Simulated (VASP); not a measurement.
# Al3Cu (Pm-3m) in VASP: single point with r2SCAN

Aim: the single point of Al3Cu with r2SCAN.

Everything below comes from runs of VASP 6.6.1. Logs are shortened: lines on timing, memory, paths and dates and some standing lists are left out, and cuts for length are marked.

## (1) The cell of the first run

It takes space group Pm-3m (No. 221, cubic). Conventional cell: a = 3.889 Å, b = 3.889 Å, c = 3.889 Å, α = 90.00°, β = 90.00°, γ = 90.00°. Al (site symmetry 4/mmm) has 8 Al at 2.75 Å and 4 Cu at 2.75 Å within 3.6 Å. Within 3.6 Å of Al (site symmetry 4/mmm) lie 8 Al at 2.75 Å and 4 Cu at 2.75 Å. Cu (site symmetry m-3m) has 12 Al at 2.75 Å within 3.6 Å.

## (2) Single point, r2SCAN

POSCAR reads:

```
Al3Cu
1.0
    0.0000000000     -3.8891206655      0.0000000000
    0.0000000000      0.0000000000     -3.8891206655
   11.6673619966      0.0000000000      0.0000000000
Al Cu
9 3
Direct
    0.5000000000      0.5000000000      0.3333333333
    0.5000000000      0.5000000000      0.6666666667
    0.5000000000      0.5000000000      0.0000000000
    1.0000000000      0.5000000000      0.1666666667
    1.0000000000      0.5000000000      0.5000000000
    1.0000000000      0.5000000000      0.8333333333
    0.5000000000      0.0000000000      0.1666666667
    0.5000000000      0.0000000000      0.5000000000
    0.5000000000      0.0000000000      0.8333333333
    0.0000000000      1.0000000000      0.0000000000
    0.0000000000      1.0000000000      0.3333333333
    0.0000000000      1.0000000000      0.6666666667
```

INCAR.step1 reads:

```
SYSTEM = Al3Cu
PREC = Accurate
ENCUT = 520
ISMEAR = 0
SIGMA = 0.15
LREAL = .False.
LASPH = .True.
NELM = 80
NBANDS = 42
GGA = PE
ALGO = Normal
EDIFF = 1E-4
LWAVE = .True.
LCHARG = .False.
```

INCAR.step2 reads:

```
SYSTEM = Al3Cu
PREC = Accurate
ENCUT = 520
EDIFF = 1E-6
ISMEAR = 0
SIGMA = 0.15
LREAL = .False.
LASPH = .True.
NELM = 80
ALGO = Normal
ISIF = 2
LWAVE = .False.
LCHARG = .True.
METAGGA = R2SCAN
LMIXTAU = .True.
LELF = .True.
LVHAR = .True.
NBANDS = 42
ISTART = 1
```

KPOINTS reads:

```
regular mesh
0
Gamma
  12 12 4
  0 0 0
```

Potentials or basis: VASP PAW PBE potentials, release 64 (Al, Cu).

The run is started by

```sh
> cat potpaw_PBE.64/Al/POTCAR potpaw_PBE.64/Cu/POTCAR > POTCAR
> cp INCAR.step1 INCAR
> mpirun -np 1 vasp_std > vasp.out
> cp INCAR.step2 INCAR
> mpirun -np 1 vasp_std > vasp.out
```

OUTCAR:

```text
SYSTEM = Al3Cu
   PREC = Accurate
   ENCUT = 520
   EDIFF = 1E-6
   ISMEAR = 0
   LREAL = .False.
   LASPH = .True.
   NELM = 80
   ISIF = 2
   METAGGA = R2SCAN
   ISTART = 1

 ion  position               nearest neighbor table
   1  0.500  0.500  0.333-   4 2.75   7 2.75   7 2.75   4 2.75  11 2.75  11 2.75  11 2.75  11 2.75
                             8 2.75   5 2.75   8 2.75   5 2.75
   2  0.500  0.500  0.667-   6 2.75   9 2.75   9 2.75   6 2.75  12 2.75  12 2.75  12 2.75  12 2.75
                             5 2.75   8 2.75   5 2.75   8 2.75
   3  0.500  0.500  0.000-  10 2.75  10 2.75  10 2.75  10 2.75   4 2.75   7 2.75   9 2.75   6 2.75
                             4 2.75   6 2.75   7 2.75   9 2.75
   4  0.000  0.500  0.167-   1 2.75  11 2.75  11 2.75   1 2.75   7 2.75   7 2.75   7 2.75   7 2.75
                            10 2.75   3 2.75  10 2.75   3 2.75
   5  0.000  0.500  0.500-   8 2.75   8 2.75   8 2.75   8 2.75  12 2.75   2 2.75  11 2.75  12 2.75
                             1 2.75   2 2.75   1 2.75  11 2.75
   6  0.000  0.500  0.833-   2 2.75  12 2.75  12 2.75   2 2.75   9 2.75   9 2.75   9 2.75   9 2.75
                            10 2.75   3 2.75  10 2.75   3 2.75
   7  0.500  0.000  0.167-   1 2.75  11 2.75   1 2.75  11 2.75   4 2.75   4 2.75   4 2.75   4 2.75
                            10 2.75  10 2.75   3 2.75   3 2.75
   8  0.500  0.000  0.500-   5 2.75   5 2.75   5 2.75   5 2.75  12 2.75   1 2.75   2 2.75   2 2.75
                             1 2.75  11 2.75  12 2.75  11 2.75
   9  0.500  0.000  0.833-   2 2.75  12 2.75   2 2.75  12 2.75   6 2.75   6 2.75   6 2.75   6 2.75
                            10 2.75  10 2.75   3 2.75   3 2.75
  10  0.000  0.000  0.000-   3 2.75   3 2.75   3 2.75   3 2.75   9 2.75   4 2.75   4 2.75   6 2.75
                             6 2.75   7 2.75   9 2.75   7 2.75
  11  0.000  0.000  0.333-   4 2.75   7 2.75   4 2.75   7 2.75   1 2.75   1 2.75   1 2.75   1 2.75
                             5 2.75   8 2.75   8 2.75   5 2.75
  12  0.000  0.000  0.667-   6 2.75   9 2.75   6 2.75   9 2.75   2 2.75   2 2.75   2 2.75   2 2.75
                             8 2.75   8 2.75   5 2.75   5 2.75

  LATTYP: Found a simple tetragonal cell.
 ALAT       =     3.8891206655
 C/A-ratio  =     3.0000000000

  Lattice vectors:

 A1 = (   0.0000000000,  -3.8891206655,   0.0000000000)
 A2 = (   0.0000000000,   0.0000000000,  -3.8891206655)
 A3 = (  11.6673619966,   0.0000000000,   0.0000000000)

Analysis of symmetry for initial positions (statically):
=====================================================================
 Subroutine PRICEL returns following result:

  LATTYP: Found a simple cubic cell.
 ALAT       =     3.8891206655

  Lattice vectors:

 A1 = (   0.0000000000,  -3.8891206655,   0.0000000000)
 A2 = (   0.0000000000,   0.0000000000,  -3.8891206655)
 A3 = (   3.8891206651,   0.0000000000,   0.0000000000)

   3 primitive cells build up your supercell.

 Routine SETGRP: Setting up the symmetry group for a
 simple tetragonal supercell.

 Subroutine GETGRP returns: Found 16 space group operations
 (whereof 16 operations were pure point group operations)
 out of a pool of 16 trial point group operations.

The static configuration has the point symmetry D_4h.

Analysis of symmetry for dynamics (positions and initial velocities):
=====================================================================
 Subroutine PRICEL returns following result:

  LATTYP: Found a simple cubic cell.
 ALAT       =     3.8891206655

  Lattice vectors:

 A1 = (   0.0000000000,  -3.8891206655,   0.0000000000)
 A2 = (   0.0000000000,   0.0000000000,  -3.8891206655)
 A3 = (   3.8891206651,   0.0000000000,   0.0000000000)

   3 primitive cells build up your supercell.

 Routine SETGRP: Setting up the symmetry group for a
 simple tetragonal supercell.

 Subroutine GETGRP returns: Found 16 space group operations
 (whereof 16 operations were pure point group operations)
 out of a pool of 16 trial point group operations.

The dynamic configuration has the point symmetry D_4h.

 Subroutine INISYM returns: Found 16 space group operations
 (whereof 16 operations are pure point group operations),
 and found     3 'primitive' translations

----------------------------------------------------------------------------------------

                                     Primitive cell

  volume of cell :      58.8240
[... 34 lines left out ...]
     0.000000000  0.000000000 -0.021427294     0.000000000  0.083333333  0.000000000
     0.021427294  0.000000000  0.000000000     0.000000000  0.000000000  0.250000000

  Length of vectors
     0.021427294  0.021427294  0.021427294

  Shift w.r.t. Gamma in fractional coordinates (k-lattice)
     0.000000000  0.000000000  0.000000000

 Subroutine IBZKPT returns following result:
 ===========================================

 Found     84 irreducible k-points:

 Following reciprocal coordinates:
            Coordinates               Weight
  0.000000  0.000000  0.000000      1.000000
  0.083333  0.000000  0.000000      4.000000
  0.166667  0.000000  0.000000      4.000000
  0.250000  0.000000  0.000000      4.000000
  0.333333  0.000000  0.000000      4.000000
  0.416667  0.000000  0.000000      4.000000
[... 16 lines left out ...]
  0.333333  0.333333  0.000000      4.000000
  0.416667  0.333333  0.000000      8.000000
 [... further k-points ...]
   k-points           NKPTS =     84   k-points in BZ     NKDIM =     84   number of bands    NBANDS=     42
   number of dos      NEDOS =    301   number of ions     NIONS =     12
   total plane-waves  NPLWV =  81000
   dimension x,y,z NGX =    30 NGY =   30 NGZ =   90
   dimension x,y,z NGXF=    60 NGYF=   60 NGZF=  180
   ions per type =               9   3
   NGX,Y,Z   is equivalent  to a cutoff of  12.82, 12.82, 12.82 a.u.
   NGXF,Y,Z  is equivalent  to a cutoff of  25.65, 25.65, 25.65 a.u.
 SYSTEM =  Al3Cu
   PREC   = accura    normal or accurate (medium, high low for compatibility)
   ISTART =      1    job   : 0-new  1-cont  2-samecut
   ICHARG =      0    charge: 1-file 2-atom 10-const
   ISPIN  =      1    spin polarized calculation?
   LNONCOLLINEAR =      F non collinear calculations
   LSORBIT =      F    spin-orbit coupling
   LASPH  =      T    aspherical Exc in radial PAW
   ENCUT  =  520.0 eV  38.22 Ry    6.18 a.u.   7.23  7.23 21.69*2*pi/ulx,y,z
   NELM   =     80;   NELMIN=  2; NELMDL=  0     # of ELM steps
   EDIFF  = 0.1E-05   stopping-criterion for ELM
   LREAL  =      F    real-space projection
   EDIFFG = 0.1E-04   stopping-criterion for IOM
   NSW    =      0    number of steps for IOM
   IBRION =     -1    ionic relax: 0-MD 1-quasi-New 2-CG
   NFREE  =      0    steps in history (QN), initial steepest desc. (CG)
   ISIF   =      2    stress and relaxation
   ISYM   =      2    0-nonsym 1-usesym 2-fastsym
   POTIM  = 0.5000    time-step for ionic-motion
   TEBEG  =    0.0;   TEEND  =   0.0 temperature during run
   PSTRESS=    0.0 pullay stress
   NELECT =      60.0000    total number of electrons
   NUPDOWN=      -1.0000    fix difference up-down
   EMIN   =  10.00;   EMAX   =-10.00  energy-range for DOS
   EFERMI =   0.00;   METHOD = LEGACY
   ISMEAR =     0;   SIGMA  =   0.15  broadening in eV -4-tet -1-fermi 0-gaus
   EFERMI_NEDOS =   21; number of points for ismear=-14 and -15
   IALGO  =     38    algorithm
   IMIX   =      4    mixing-type and parameters
     AMIX     =   0.40;   BMIX     =  1.00
     AMIX_MAG =   1.60;   BMIX_MAG =  1.00
  volume/ion in A,a.u.               =      14.71        99.24
  Fermi-wavevector in a.u.,A,eV,Ry     =   1.142615  2.159230 17.763358  1.305570
  Thomas-Fermi vector in A             =   2.279313
   LORBIT       =      0    0 simple, 1 ext, 2 COOP (PROOUT), +10 PAW based schemes
   METAGGA = R2SCAN    functional components
   LHFCALC =     F    Hartree Fock is set to
   AEXX    =    0.0000 exact exchange contribution
   IVDW    =     0    specifies the selected vdW correction
   LEPSILON=     F    determine dielectric tensor
   LRPA    =     F    only Hartree local field effects (RPA)
 non-spin polarized calculation
 Gauss-broadening in eV      SIGMA  =   0.15
  energy-cutoff  :      520.00
  volume of cell :      176.47
 maximum number of plane-waves:      4794
 NGX is ok and might be reduce to    30
   NGX = 15   NGY = 15   NGZ = 43

 number of electron      59.9999970 magnetization

 Free energy of the ion-electron system (eV)
  ---------------------------------------------------
  ext. energy  EPLUGINS =         0.00000000
  ---------------------------------------------------
  free energy    TOTEN  =       -93.51233260 eV

  energy without entropy =      -93.47487860  energy(sigma->0) =      -93.49360560

 E-fermi :   8.4921     XC(G=0): -11.6577

 val. band max:        8.4897650707   @ k =   0.5000   0.2500   0.5000
 cond. band min:       8.4938687209   @ k =   0.0833   0.0000   0.2500
 fundamental gap:      0.0041036502
 Fermi energy:         8.4921248490

 k-point     1 :       0.0000    0.0000    0.0000
  band No.  band energies     occupation
      1      -3.4727      2.00000
      2      -2.3298      2.00000
      3      -2.3298      2.00000
      4       1.0399      2.00000
      5       1.0399      2.00000
      6       3.9519      2.00000
[... 1069 lines left out ...]
     41      14.2254      0.00000
     42      14.3542      0.00000

 [... further k-points ...]

------------------------ aborting loop because EDIFF is reached ----------------------------------------

  FORCE on cell =-STRESS in cart. coord.  units (eV):
  Direction    XX          YY          ZZ          XY          YZ          ZX
  --------------------------------------------------------------------------------------
  -------------------------------------------------------------------------------------
  Total       -0.1701100     -0.1701217     -0.1701217      0.0000000      0.0000000      0.0000000
  in kB       -1.5444183     -1.5445244     -1.5445244      0.0000000      0.0000000      0.0000000
  external PRESSURE =      -1.5444890 kB  Pullay stress =       0.0000000 kB

 VOLUME and BASIS-vectors are now :
 -----------------------------------------------------------------------------
  energy-cutoff  :      520.00
  volume of cell :      176.47
      direct lattice vectors                 reciprocal lattice vectors
     0.000000000 -3.889120666  0.000000000     0.000000000 -0.257127532  0.000000000
     0.000000000  0.000000000 -3.889120666     0.000000000  0.000000000 -0.257127532
    11.667361997  0.000000000  0.000000000     0.085709177  0.000000000  0.000000000

 POSITION                                       TOTAL-FORCE (eV/Angst)
 -----------------------------------------------------------------------------------
      3.88912     -1.94456     -1.94456        -0.000000     -0.000000     -0.000000
      7.77824     -1.94456     -1.94456        -0.000000     -0.000000     -0.000000
      0.00000     -1.94456     -1.94456        -0.000000      0.000000      0.000000
      1.94456      0.00000     -1.94456        -0.000000      0.000000     -0.000000
      5.83368      0.00000     -1.94456        -0.000000      0.000000     -0.000000
      9.72280      0.00000     -1.94456        -0.000000     -0.000000     -0.000000
      1.94456     -1.94456      0.00000        -0.000000     -0.000000      0.000000
      5.83368     -1.94456      0.00000        -0.000000      0.000000      0.000000
      9.72280     -1.94456      0.00000        -0.000000     -0.000000      0.000000
      0.00000      0.00000      0.00000        -0.000000      0.000000      0.000000
      3.88912      0.00000      0.00000        -0.000000     -0.000000      0.000000
      7.77824      0.00000      0.00000         0.000000      0.000000     -0.000000
 -----------------------------------------------------------------------------------
    total drift:                                0.000000      0.000000      0.000000

  FREE ENERGIE OF THE ION-ELECTRON SYSTEM (eV)
  ---------------------------------------------------
  free  energy   TOTEN  =       -93.5123325993 eV

  energy  without entropy=      -93.4748785998  energy(sigma->0) =      -93.49360560
```

Run time: 52 min. Hardware: 1 thread of AMD EPYC 9755, shared host; peak memory 0.59 GiB.

What came out:

* Free energy: -93.5123 eV
* Pressure: -0.2 GPa
* Band gap on the k mesh: zero (bands 30 and 31 overlap by 4.19 eV)

Levels at points of the mesh, in eV from the Fermi level:
| k point | band 27 | band 28 | band 29 | band 30 | band 31 | band 32 |
| --- | --- | --- | --- | --- | --- | --- |
| (0.00, 0.00, 0.00) | -1.20 | -0.65 | 0.34 | 0.34 | 0.64 | 0.64 |
| (0.50, 0.00, 0.00) | 0.21 | 0.31 | 0.31 | 0.63 | 0.93 | 0.93 |
| (0.50, 0.50, 0.00) | -3.24 | -1.57 | -1.57 | -1.18 | -1.18 | -1.12 |
| (0.00, 0.00, 0.50) | -0.08 | 0.21 | 0.21 | 0.31 | 0.31 | 0.63 |
| (0.50, 0.00, 0.50) | -1.60 | 0.47 | 0.47 | 0.60 | 0.60 | 1.38 |
| (0.50, 0.50, 0.50) | -3.40 | -2.54 | -1.93 | -1.93 | -1.93 | -0.15 |

Caveat: the PAW data sets were made with another functional, which shifts forces and pressure a little.
